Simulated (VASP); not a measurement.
# PbO (P4/nmm) in VASP: further runs, part 2 of 2

VASP 6.6.1. The steps go on from the part before.

## Step 4: Single point, PBE (strain +0.030 along x and y, -0.015 along z)

INCAR reads:

```
  PREC = Accurate
  ENCUT = 520
  EDIFF = 1E-6
  ISMEAR = 0
  SIGMA = 0.05
  LREAL = False
  LASPH = True
  NELM = 100
  ALGO = Normal
  ISIF = 2
  LWAVE = False
  LCHARG = False
  GGA = PE
  NBANDS = 28
```

KPOINTS reads:

```
Automatic mesh
0
Gamma
  8 8 6
```

POSCAR reads:

```
PbO
1.0
    4.0936320000      0.0000000000      0.0000000000
    0.0000000000      4.0936320000      0.0000000000
    0.0000000000      0.0000000000      4.9466700000
Pb O
2 2
Direct
    0.0000000000      0.5000000000      0.2351000000
    0.5000000000      0.0000000000      0.7649000000
    0.0000000000      0.0000000000      0.0000000000
    0.5000000000      0.5000000000      0.0000000000
```

Potentials or basis: VASP PAW PBE potentials, release 64 (Pb_d, O).

On the command line:

```
$ cat potpaw_PBE.64/Pb_d/POTCAR potpaw_PBE.64/O/POTCAR > POTCAR
$ mpirun -np 1 vasp_std > vasp.out
```

OUTCAR:

```text
PREC = Accurate
   ENCUT = 520
   EDIFF = 1E-6
   ISMEAR = 0
   LREAL = False
   LASPH = True
   NELM = 100
   ISIF = 2
   GGA = PE

 ion  position               nearest neighbor table
   1  0.000  0.500  0.235-   3 2.35   4 2.35   3 2.35   4 2.35   2 3.71   2 3.71   2 3.71   2 3.71
                             2 3.90   2 3.90   2 3.90   2 3.90
   2  0.500  0.000  0.765-   3 2.35   4 2.35   4 2.35   3 2.35   1 3.71   1 3.71   1 3.71   1 3.71
                             1 3.90   1 3.90   1 3.90   1 3.90
   3  0.000  0.000  0.000-   1 2.35   2 2.35   1 2.35   2 2.35
   4  0.500  0.500  0.000-   1 2.35   2 2.35   2 2.35   1 2.35

  LATTYP: Found a simple tetragonal cell.
 ALAT       =     4.0936320000
 C/A-ratio  =     1.2083817011

  Lattice vectors:

 A1 = (   4.0936320000,   0.0000000000,   0.0000000000)
 A2 = (   0.0000000000,   4.0936320000,   0.0000000000)
 A3 = (   0.0000000000,   0.0000000000,   4.9466700000)

Analysis of symmetry for initial positions (statically):
=====================================================================
 Subroutine PRICEL returns:
 Original cell was already a primitive cell.

 Routine SETGRP: Setting up the symmetry group for a
 simple tetragonal supercell.

 Subroutine GETGRP returns: Found 16 space group operations
 (whereof  8 operations were pure point group operations)
 out of a pool of 16 trial point group operations.

The static configuration has the point symmetry D_2d.
 The point group associated with its full space group is D_4h.

Analysis of symmetry for dynamics (positions and initial velocities):
=====================================================================
 Subroutine PRICEL returns:
 Original cell was already a primitive cell.

 Routine SETGRP: Setting up the symmetry group for a
 simple tetragonal supercell.

 Subroutine GETGRP returns: Found 16 space group operations
 (whereof  8 operations were pure point group operations)
 out of a pool of 16 trial point group operations.

The dynamic configuration has the point symmetry D_2d.
 The point group associated with its full space group is D_4h.

 Subroutine INISYM returns: Found 16 space group operations
 (whereof  8 operations are pure point group operations),
 and found     1 'primitive' translations

----------------------------------------------------------------------------------------

                                     Primitive cell

  volume of cell :      82.8954

  direct lattice vectors                    reciprocal lattice vectors
     4.093632000  0.000000000  0.000000000     0.244281850  0.000000000  0.000000000
     0.000000000  4.093632000  0.000000000     0.000000000  0.244281850  0.000000000
     0.000000000  0.000000000  4.946670000     0.000000000  0.000000000  0.202156198

  length of vectors
     4.093632000  4.093632000  4.946670000     0.244281850  0.244281850  0.202156198

  position of ions in fractional coordinates (direct lattice)
     0.000000000  0.500000000  0.235100000
     0.500000000  0.000000000  0.764900000
     0.000000000  0.000000000  0.000000000
     0.500000000  0.500000000  0.000000000

  ion indices of the primitive-cell ions
[... 26 lines left out ...]

 Subroutine IBZKPT returns following result:
 ===========================================

 Found     60 irreducible k-points:

 Following reciprocal coordinates:
            Coordinates               Weight
  0.000000  0.000000  0.000000      1.000000
  0.125000  0.000000  0.000000      4.000000
  0.250000  0.000000  0.000000      4.000000
  0.375000  0.000000  0.000000      4.000000
  0.500000  0.000000  0.000000      2.000000
  0.125000  0.125000  0.000000      4.000000
[... 16 lines left out ...]
  0.375000  0.125000  0.166667     16.000000
  0.500000  0.125000  0.166667      8.000000
 [... further k-points ...]
   k-points           NKPTS =     60   k-points in BZ     NKDIM =     60   number of bands    NBANDS=     28
   number of dos      NEDOS =    301   number of ions     NIONS =      4
   total plane-waves  NPLWV =  36000
   dimension x,y,z NGX =    30 NGY =   30 NGZ =   40
   dimension x,y,z NGXF=    60 NGYF=   60 NGZF=   80
   ions per type =               2   2
   NGX,Y,Z   is equivalent  to a cutoff of  12.18, 12.18, 13.44 a.u.
   NGXF,Y,Z  is equivalent  to a cutoff of  24.37, 24.37, 26.89 a.u.
 SYSTEM =  unknown system
   PREC   = accura    normal or accurate (medium, high low for compatibility)
   ISTART =      0    job   : 0-new  1-cont  2-samecut
   ICHARG =      2    charge: 1-file 2-atom 10-const
   ISPIN  =      1    spin polarized calculation?
   LNONCOLLINEAR =      F non collinear calculations
   LSORBIT =      F    spin-orbit coupling
   LASPH  =      T    aspherical Exc in radial PAW
   ENCUT  =  520.0 eV  38.22 Ry    6.18 a.u.   7.61  7.61  9.20*2*pi/ulx,y,z
   NELM   =    100;   NELMIN=  2; NELMDL= -5     # of ELM steps
   EDIFF  = 0.1E-05   stopping-criterion for ELM
   LREAL  =      F    real-space projection
   EDIFFG = 0.1E-04   stopping-criterion for IOM
   NSW    =      0    number of steps for IOM
   IBRION =     -1    ionic relax: 0-MD 1-quasi-New 2-CG
   NFREE  =      0    steps in history (QN), initial steepest desc. (CG)
   ISIF   =      2    stress and relaxation
   ISYM   =      2    0-nonsym 1-usesym 2-fastsym
   POTIM  = 0.5000    time-step for ionic-motion
   TEBEG  =    0.0;   TEEND  =   0.0 temperature during run
   PSTRESS=    0.0 pullay stress
   NELECT =      40.0000    total number of electrons
   NUPDOWN=      -1.0000    fix difference up-down
   EMIN   =  10.00;   EMAX   =-10.00  energy-range for DOS
   EFERMI =   0.00;   METHOD = LEGACY
   ISMEAR =     0;   SIGMA  =   0.05  broadening in eV -4-tet -1-fermi 0-gaus
   EFERMI_NEDOS =   21; number of points for ismear=-14 and -15
   IALGO  =     38    algorithm
   IMIX   =      4    mixing-type and parameters
     AMIX     =   0.40;   BMIX     =  1.00
     AMIX_MAG =   1.60;   BMIX_MAG =  1.00
  volume/ion in A,a.u.               =      20.72       139.85
  Fermi-wavevector in a.u.,A,eV,Ry     =   1.284058  2.426518 22.433354  1.648805
  Thomas-Fermi vector in A             =   2.416274
   LORBIT       =      0    0 simple, 1 ext, 2 COOP (PROOUT), +10 PAW based schemes
   GGA     = PE    functional components
   LHFCALC =     F    Hartree Fock is set to
   AEXX    =    0.0000 exact exchange contribution
   IVDW    =     0    specifies the selected vdW correction
   LEPSILON=     F    determine dielectric tensor
   LRPA    =     F    only Hartree local field effects (RPA)
 non-spin polarized calculation
 Gauss-broadening in eV      SIGMA  =   0.05
  energy-cutoff  :      520.00
  volume of cell :       82.90
 maximum number of plane-waves:      2250
   NGX = 15   NGY = 15   NGZ = 19

 number of electron      39.9999977 magnetization

 Free energy of the ion-electron system (eV)
  ---------------------------------------------------
  ext. energy  EPLUGINS =         0.00000000
  ---------------------------------------------------
  free energy    TOTEN  =       -21.47216434 eV

  energy without entropy =      -21.47216434  energy(sigma->0) =      -21.47216434

 E-fermi :   4.8434     XC(G=0):  -9.6271

 val. band max:        4.5391364354   @ k =   0.1250   0.1250   0.0000
 cond. band min:       5.9492405083   @ k =   0.5000   0.5000   0.0000
 fundamental gap:      1.4101040730
 Fermi energy:         4.8434101942

 k-point     1 :       0.0000    0.0000    0.0000
  band No.  band energies     occupation
      1     -13.3154      2.00000
      2     -12.9614      2.00000
      3     -11.3095      2.00000
      4     -11.3095      2.00000
      5     -11.2663      2.00000
      6     -11.2036      2.00000
[... 733 lines left out ...]
     27      13.9639      0.00000
     28      13.9639      0.00000

 [... further k-points ...]

------------------------ aborting loop because EDIFF is reached ----------------------------------------

  FORCE on cell =-STRESS in cart. coord.  units (eV):
  Direction    XX          YY          ZZ          XY          YZ          ZX
  --------------------------------------------------------------------------------------
  -------------------------------------------------------------------------------------
  Total        0.1481181      0.1481181      0.8671309      0.0000000      0.0000000      0.0000000
  in kB        2.8627816      2.8627816     16.7596405      0.0000000      0.0000000      0.0000000
  external PRESSURE =       7.4950679 kB  Pullay stress =       0.0000000 kB

 VOLUME and BASIS-vectors are now :
 -----------------------------------------------------------------------------
  energy-cutoff  :      520.00
  volume of cell :       82.90
      direct lattice vectors                 reciprocal lattice vectors
     4.093632000  0.000000000  0.000000000     0.244281850  0.000000000  0.000000000
     0.000000000  4.093632000  0.000000000     0.000000000  0.244281850  0.000000000
     0.000000000  0.000000000  4.946670000     0.000000000  0.000000000  0.202156198

 POSITION                                       TOTAL-FORCE (eV/Angst)
 -----------------------------------------------------------------------------------
      0.00000      2.04682      1.16296         0.000000      0.000000      0.051162
      2.04682      0.00000      3.78371        -0.000000      0.000000     -0.051162
      0.00000      0.00000      0.00000        -0.000000      0.000000      0.000000
      2.04682      2.04682      0.00000        -0.000000     -0.000000      0.000000
 -----------------------------------------------------------------------------------
    total drift:                                0.000000      0.000000     -0.000000

  FREE ENERGIE OF THE ION-ELECTRON SYSTEM (eV)
  ---------------------------------------------------
  free  energy   TOTEN  =       -21.4721643360 eV

  energy  without entropy=      -21.4721643360  energy(sigma->0) =      -21.47216434
```

OSZICAR:

```text
N       E                     dE             d eps       ncg     rms          rms(c)
DAV:   1     0.463186417780E+03    0.46319E+03   -0.19642E+04  3360   0.168E+03
DAV:   2     0.366335047388E+02   -0.42655E+03   -0.40930E+03  3444   0.447E+02
DAV:   3    -0.233694680157E+02   -0.60003E+02   -0.58451E+02  4272   0.182E+02
DAV:   4    -0.261245667051E+02   -0.27551E+01   -0.27443E+01  3892   0.404E+01
DAV:   5    -0.262079091172E+02   -0.83342E-01   -0.83335E-01  3824   0.769E+00    0.124E+01
DAV:   6    -0.217289713753E+02    0.44789E+01   -0.25979E+01  4932   0.386E+01    0.578E+00
DAV:   7    -0.215037534754E+02    0.22522E+00   -0.31619E+00  4160   0.127E+01    0.250E+00
DAV:   8    -0.214785613009E+02    0.25192E-01   -0.53845E-01  3588   0.475E+00    0.761E-01
DAV:   9    -0.214710716627E+02    0.74896E-02   -0.51539E-02  5156   0.177E+00    0.281E-01
DAV:  10    -0.214723496596E+02   -0.12780E-02   -0.11587E-02  3904   0.776E-01    0.859E-02
DAV:  11    -0.214722000923E+02    0.14957E-03   -0.19991E-03  5196   0.357E-01    0.609E-02
DAV:  12    -0.214721674287E+02    0.32664E-04   -0.32775E-04  4800   0.164E-01    0.159E-02
DAV:  13    -0.214721647238E+02    0.27049E-05   -0.43812E-05  4096   0.480E-02    0.512E-03
DAV:  14    -0.214721643360E+02    0.38783E-06   -0.40880E-06  4252   0.148E-02
   1 F= -.21472164E+02 E0= -.21472164E+02  d E =-.322356E-19
```

stdout:

```text
POSCAR found type information on POSCAR PbO
 POSCAR found :  2 types and       4 ions
 scaLAPACK will be used
 LDA part: xc-table for (Slater+PW92), standard interpolation
 POSCAR, INCAR and KPOINTS ok, starting setup
 FFT: planning ... GRIDC
 FFT: planning ... GRID_SOFT
 FFT: planning ... GRID
 WAVECAR not read
 entering main loop
```

It took 80 s on 1 thread of AMD EPYC 7R13 (Zen 3), shared host; peak memory 0.22 GiB.

What came out:

```
Free energy            : -21.4722 eV
Pressure               : 0.7 GPa
Largest force          : 0.051 eV/Å
Band gap on the k mesh : 1.41 eV (least direct gap 2.17 eV)
```

Forces on the atoms (eV/Å):
```
Pb   0.000  0.000  0.051
Pb   0.000  0.000 -0.051
O    0.000  0.000  0.000
O    0.000  0.000  0.000
```

Caveat: the cell differs from its parent crystal (strain +0.030 along x and y, -0.015 along z); spin-orbit coupling is left out, which moves the levels of the heavy elements. A k mesh can miss the band edges.

## Step 5: Single point, PBE (strain +0.015 along x and y, +0.015 along z)

INCAR reads:

```
SYSTEM = PbO
PREC = Accurate
ENCUT = 520
EDIFF = 1E-7
ISMEAR = 0
SIGMA = 0.05
LREAL = .False.
LASPH = .True.
NELM = 60
ALGO = Normal
ISIF = 2
LWAVE = .False.
LCHARG = .False.
GGA = PE
NBANDS = 28
```

KPOINTS reads:

```
regular mesh
0
Gamma
  8 8 6
  0 0 0
```

POSCAR reads:

```
PbO
1.0
    4.0340160000      0.0000000000      0.0000000000
    0.0000000000      4.0340160000      0.0000000000
    0.0000000000      0.0000000000      5.0973300000
Pb O
2 2
Direct
    0.0000000000      0.5000000000      0.2351000000
    0.5000000000      0.0000000000      0.7649000000
    0.0000000000      0.0000000000      0.0000000000
    0.5000000000      0.5000000000      0.0000000000
```

On the command line:

```
$ cat potpaw_PBE.64/Pb_d/POTCAR potpaw_PBE.64/O/POTCAR > POTCAR
$ mpirun -np 1 vasp_std > vasp.out
```

Run time: 91 s. Hardware: 1 thread of AMD EPYC 7R13 (Zen 3), shared host; peak memory 0.22 GiB.

The run converged. Its results:

```yaml
Free_energy: -21.4811 eV
Pressure: 1.1 GPa
Largest_force: 0.103 eV/Å
Band_gap_on_the_k_mesh: 1.31 eV (least direct gap 2.19 eV)
```

Forces on the atoms (eV/Å):
```
Pb   0.000  0.000 -0.103
Pb   0.000  0.000  0.103
O    0.000  0.000  0.000
O    0.000  0.000  0.000
```

Stress tensor (GPa, compression positive):
```
1.22 0.00 0.00
0.00 1.22 0.00
0.00 0.00 0.88
```

Levels at points of the mesh, in eV from the valence-band top:
| k point | band 16 | band 17 | band 18 | band 19 | band 20 | band 21 | band 22 | band 23 | band 24 | band 25 |
| --- | --- | --- | --- | --- | --- | --- | --- | --- | --- | --- |
| (0.00, 0.00, 0.00) | -3.99 | -1.53 | -1.48 | -1.48 | -0.01 | 2.28 | 5.39 | 5.59 | 5.59 | 6.50 |
| (0.50, 0.00, 0.00) | -2.95 | -2.77 | -2.77 | -1.50 | -1.50 | 3.34 | 3.34 | 6.40 | 6.40 | 6.57 |
| (0.50, 0.50, 0.00) | -3.16 | -1.58 | -1.58 | -0.87 | -0.87 | 1.31 | 1.31 | 5.27 | 5.27 | 7.66 |
| (0.00, 0.00, 0.50) | -3.85 | -1.57 | -1.50 | -1.50 | -0.80 | 1.95 | 4.05 | 4.05 | 4.22 | 8.45 |
| (0.50, 0.00, 0.50) | -3.41 | -2.74 | -2.74 | -0.89 | -0.89 | 3.05 | 3.05 | 6.24 | 6.24 | 7.16 |
| (0.50, 0.50, 0.50) | -3.58 | -2.11 | -2.11 | -0.88 | -0.88 | 3.50 | 3.50 | 4.62 | 4.62 | 5.66 |

Caveat: the cell differs from its parent crystal (strain +0.015 along x and y, +0.015 along z); spin-orbit coupling is left out, which moves the levels of the heavy elements. A k mesh can miss the band edges.

## Step 6: Single point, PBE (strain +0.030 along x and y, +0.000 along z)

INCAR reads:

```
PREC = Accurate ; ENCUT = 520
EDIFF = 1E-7 ; ISMEAR = 0
SIGMA = 0.05 ; LREAL = F
LASPH = T ; NELM = 100
ALGO = Normal ; ISIF = 2
LWAVE = F ; LCHARG = F
GGA = PE ; NBANDS = 28
```

KPOINTS reads:

```
regular mesh
0
Gamma
  8 8 6
```

POSCAR reads:

```
PbO
1.0
    4.0936320000      0.0000000000      0.0000000000
    0.0000000000      4.0936320000      0.0000000000
    0.0000000000      0.0000000000      5.0220000000
Pb O
2 2
Direct
    0.0000000000      0.5000000000      0.2351000000
    0.5000000000      0.0000000000      0.7649000000
    0.0000000000      0.0000000000      0.0000000000
    0.5000000000      0.5000000000      0.0000000000
```

Potentials or basis: VASP PAW PBE potentials, release 64 (Pb_d, O).

On the command line:

```
$ cat potpaw_PBE.64/Pb_d/POTCAR potpaw_PBE.64/O/POTCAR > POTCAR
$ mpirun -np 1 vasp_std > vasp.out
```

OUTCAR:

```text
PREC = Accurate
   ENCUT = 520
   EDIFF = 1E-7
   ISMEAR = 0
   LREAL = F
   LASPH = T
   NELM = 100
   ISIF = 2
   GGA = PE

 ion  position               nearest neighbor table
   1  0.000  0.500  0.235-   3 2.36   4 2.36   3 2.36   4 2.36   2 3.74   2 3.74   2 3.74   2 3.74
                             2 3.93   2 3.93   2 3.93   2 3.93
   2  0.500  0.000  0.765-   3 2.36   4 2.36   4 2.36   3 2.36   1 3.74   1 3.74   1 3.74   1 3.74
                             1 3.93   1 3.93   1 3.93   1 3.93
   3  0.000  0.000  0.000-   1 2.36   2 2.36   1 2.36   2 2.36
[... 949 lines left out ...]
  --------------------------------------------------------------------------------------
  -------------------------------------------------------------------------------------
  Total       -0.3024508     -0.3024508      0.2422028      0.0000000      0.0000000      0.0000000
  in kB       -5.7579917     -5.7579917      4.6110034      0.0000000      0.0000000      0.0000000
  external PRESSURE =      -2.3016600 kB  Pullay stress =       0.0000000 kB

 VOLUME and BASIS-vectors are now :
 -----------------------------------------------------------------------------
  energy-cutoff  :      520.00
  volume of cell :       84.16
      direct lattice vectors                 reciprocal lattice vectors
     4.093632000  0.000000000  0.000000000     0.244281850  0.000000000  0.000000000
     0.000000000  4.093632000  0.000000000     0.000000000  0.244281850  0.000000000
     0.000000000  0.000000000  5.022000000     0.000000000  0.000000000  0.199123855

 POSITION                                       TOTAL-FORCE (eV/Angst)
 -----------------------------------------------------------------------------------
      0.00000      2.04682      1.18067        -0.000000      0.000000     -0.174525
      2.04682      0.00000      3.84133         0.000000      0.000000      0.174525
      0.00000      0.00000      0.00000        -0.000000      0.000000      0.000000
      2.04682      2.04682      0.00000        -0.000000     -0.000000      0.000000
 -----------------------------------------------------------------------------------
    total drift:                                0.000000      0.000000     -0.000000

  FREE ENERGIE OF THE ION-ELECTRON SYSTEM (eV)
  ---------------------------------------------------
  free  energy   TOTEN  =       -21.4817286378 eV

  energy  without entropy=      -21.4817286378  energy(sigma->0) =      -21.48172864
```

stdout:

```text
POSCAR found type information on POSCAR PbO
 POSCAR found :  2 types and       4 ions
 scaLAPACK will be used
 LDA part: xc-table for (Slater+PW92), standard interpolation
 POSCAR, INCAR and KPOINTS ok, starting setup
 FFT: planning ... GRIDC
 FFT: planning ... GRID_SOFT
 FFT: planning ... GRID
 WAVECAR not read
 entering main loop
```

Wall time 88 s (1 thread of AMD EPYC 7R13 (Zen 3), shared host); peak memory 0.23 GiB.

Results:

```
Free energy            : -21.4817 eV
Pressure               : -0.2 GPa
Largest force          : 0.175 eV/Å
Band gap on the k mesh : 1.39 eV (least direct gap 2.20 eV)
```

Forces in eV/Å, atoms in the order of the input:
```
Pb   0.000  0.000 -0.175
Pb   0.000  0.000  0.175
O    0.000  0.000  0.000
O    0.000  0.000  0.000
```

Caveat: the cell differs from its parent crystal (strain +0.030 along x and y, +0.000 along z); spin-orbit coupling is left out, which moves the levels of the heavy elements.

## Step 7: Overview

```csv
cell,gap on the mesh (eV),pressure (GPa),largest force (eV/Å)
"a = 4.094, b = 4.094, c = 4.871 Å, 4 atoms",1.42,1.8,0.28
"a = 4.034, b = 4.034, c = 5.022 Å, 4 atoms",1.33,2.2,0.14
"a = 4.094, b = 4.094, c = 4.947 Å, 4 atoms",1.41,0.7,0.05
"a = 4.034, b = 4.034, c = 5.097 Å, 4 atoms",1.31,1.1,0.10
"a = 4.094, b = 4.094, c = 5.022 Å, 4 atoms",1.39,-0.2,0.17
```

Alike in all rows: task single point; level PBE; potentials or basis VASP PAW PBE potentials, release 64 (Pb_d, O); no spin polarisation; k mesh 8 × 8 × 6; cutoff (eV) 520; smearing gaussian 0.05 eV.

Caveats: spin-orbit coupling is left out, which moves the levels of the heavy elements.

Absolute energies hang on the potentials; compare differences alone.
